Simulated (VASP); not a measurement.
AgAs:

```
Ag As
1.0
     3.86786    0.00000    0.00000
    -1.93393    3.34966    0.00000
     0.00000    0.00000    6.19424
Ag As
2 2
Direct
  0.33333 0.66667 0.00000
  0.66667 0.33333 0.50000
  0.33333 0.66667 0.38210
  0.66667 0.33333 0.88210
```

```yaml
Program: VASP 6.6.1
Task: relaxation of cell and atoms
Functional: PBE
Potentials_or_basis: VASP PAW PBE potentials, release 64 (Ag, As)
Cutoff: 600 eV
k_mesh: 6 × 6 × 4
Occupations: gaussian, width 0.1 eV
Spin: no spin polarisation
```

At the start: pressure 24.6 GPa; volume 20.06 Å³/atom.

Problem. How do energy, volume and symmetry change on relaxing?

Solution. Over 21 steps the energy falls by 476.2 meV/atom and the volume is 23.97 Å³/atom (+19.4 %); space group P6_3mc (No. 186, to 0.1 Å) before, P6_3/mmc (No. 194, to 0.1 Å).

The path:
```tsv
step	energy change (eV)	largest force (eV/Å)	pressure (GPa)	volume (Å³)
1	0.0000	0.0146	24.64	80.25
2	-0.8783	0.0941	-6.25	121.68
3	-1.3212	0.1495	0.07	102.15
4	-1.3212	0.1492	-0.19	102.62
5	-1.3397	0.2346	-0.19	102.60
6	-1.4070	0.4668	-0.29	102.46
7	-1.4620	0.9919	0.09	101.74
8	-1.4648	0.9916	0.07	101.74
9	-1.4726	0.9913	0.02	101.74
10	-1.4851	0.9912	-0.06	101.73
11	-1.4996	1.0119	-0.18	101.66
12	-1.5144	1.2080	-0.30	101.33
13	-1.5797	1.0311	-0.74	101.25
14	-1.7320	0.6498	-1.71	100.97
15	-1.8652	0.0146	-2.09	100.37
16	-1.8654	0.0479	-2.15	100.41
17	-1.8861	0.0289	-1.24	98.66
18	-1.8970	0.0012	0.06	96.45
19	-1.8971	0.0017	0.19	96.24
20	-1.9011	0.0048	0.15	96.15
21	-1.9047	0.0113	0.09	95.86
```

Final structure:
```
Ag As
1.0
     4.54154    0.00000    0.00000
    -2.27077    3.93309    0.00000
     0.00000    0.00000    5.36668
Ag As
2 2
Direct
  0.33333 0.66667 0.94072
  0.66667 0.33333 0.44072
  0.33333 0.66667 0.44138
  0.66667 0.33333 0.94138
```

Caveat: the volume moved by over 15 % at a fixed basis, so the end points are rough.
